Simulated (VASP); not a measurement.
Ag: single point with PBEsol

Ag:

```
Ag
1.0
     2.93000    0.00000    0.00000
    -1.46500    2.53745    0.00000
     0.00000    0.00000    4.79000
Ag
2
Direct
  0.66667 0.33333 0.75000
  0.33333 0.66667 0.25000
```

| Item | Value |
| --- | --- |
| Program | VASP 6.6.1 |
| Task | single point |
| Functional | PBEsol |
| Potentials or basis | VASP PAW PBE potentials, release 64 (Ag) |
| Cutoff | 520 eV |
| k mesh | 10 × 10 × 6 |
| Occupations | fermi-dirac, width 0.05 eV |
| Spin | non-collinear spin, zero start, spin-orbit coupling |
| Starting moments | [[0.0, 0.0, 0.0], [0.0, 0.0, 0.0]] μB |

```json
{
 "Pressure": "-6.4 GPa",
 "Net moment": "0.00 μB per cell",
 "Valence electrons inside the program's atomic spheres": "Ag 9.82"
}
```

Stress tensor (GPa, compression positive):
```
-6.18  0.00  0.00
 0.00 -6.18  0.00
 0.00  0.00 -6.80
```

Moments on the atoms (μB; x, y, z):
```
Ag  0.00 0.00 0.00
Ag  0.00 0.00 0.00
```

Wall time 65 s on 1 thread of Intel(R) Xeon(R) 6975P-C (Granite Rapids) (shared host), peak memory 0.28 GiB.

Caveat: the PAW data sets were made with another functional, which shifts forces and pressure a little.
